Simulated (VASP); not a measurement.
# BN: single point with LDA

Crystal: BN.

```
B N
1.0
     2.61486   -0.05030    0.01391
    -1.35099    2.24849   -0.01028
     0.03700   -0.01022    6.72882
B N
2 2
Direct
  0.28228 0.71074 0.24916
  0.71049 0.37271 0.75551
  0.34546 0.68323 0.74423
  0.66177 0.23333 0.25110
```

This cell differs from its parent crystal: atoms moved at random and the cell strained at random.

```
Program             : VASP 6.6.1
Task                : single point
Functional          : LDA
Potentials or basis : VASP PAW LDA potentials, release 64 (B, N)
Cutoff              : 520 eV
k mesh              : 12 × 12 × 4
Occupations         : gaussian, width 0.05 eV
Spin                : no spin polarisation
```

```json
{
  "Pressure": "2.3 GPa",
  "Largest force": "12.421 eV/Å",
  "Band gap on the k mesh": "2.29 eV, indirect (least direct gap 3.45 eV)"
}
```

Forces in eV/Å, atoms in the order of the input:
```
B    -1.384 -12.309   0.107
B    -2.054  -1.623  -1.067
N     2.043   1.591   1.074
N     1.395  12.342  -0.114
```

Stress tensor (GPa, compression positive):
```
-15.30  14.94  -0.67
 14.94  23.50   0.24
 -0.67   0.24  -1.36
```

Levels at points of the mesh, in eV from the valence-band top:
| k point | band 4 | band 5 | band 6 | band 7 | band 8 | band 9 | band 10 | band 11 | band 12 | band 13 |
| --- | --- | --- | --- | --- | --- | --- | --- | --- | --- | --- |
| (0.00, 0.00, 0.00) | -6.73 | -5.06 | -3.37 | -1.94 | 0.00 | 3.44 | 6.86 | 8.08 | 8.40 | 9.59 |
| (0.50, 0.00, 0.00) | -9.72 | -5.06 | -2.69 | -2.45 | -1.46 | 2.33 | 3.56 | 3.80 | 7.19 | 10.48 |
| (0.00, 0.50, 0.00) | -9.56 | -5.57 | -3.13 | -2.32 | -1.79 | 2.60 | 3.73 | 5.79 | 6.93 | 10.16 |
| (0.50, 0.50, 0.00) | -8.66 | -7.51 | -4.87 | -3.99 | -2.19 | 3.00 | 7.25 | 7.54 | 8.26 | 10.68 |
| (0.00, 0.00, 0.50) | -6.31 | -6.10 | -3.37 | -1.94 | 0.00 | 5.17 | 5.72 | 7.62 | 8.13 | 9.98 |
| (0.50, 0.00, 0.50) | -9.75 | -5.06 | -2.71 | -2.09 | -1.75 | 2.66 | 3.01 | 3.63 | 7.27 | 11.29 |
| (0.00, 0.50, 0.50) | -9.56 | -5.57 | -3.14 | -2.18 | -1.74 | 2.29 | 3.45 | 5.85 | 7.10 | 10.62 |
| (0.50, 0.50, 0.50) | -8.67 | -7.51 | -4.88 | -3.78 | -2.45 | 3.17 | 6.50 | 8.02 | 8.11 | 11.07 |

Wall time 2.7 min on 1 thread of Intel Xeon 6975P-C, with other jobs on the host, peak memory 0.25 GiB.

Caveat: the cell differs from its parent crystal (atoms moved at random and the cell strained at random); forces of over 1 eV/Å act on the atoms, so gaps and moduli don't describe the material at rest. A k mesh can miss the band edges.
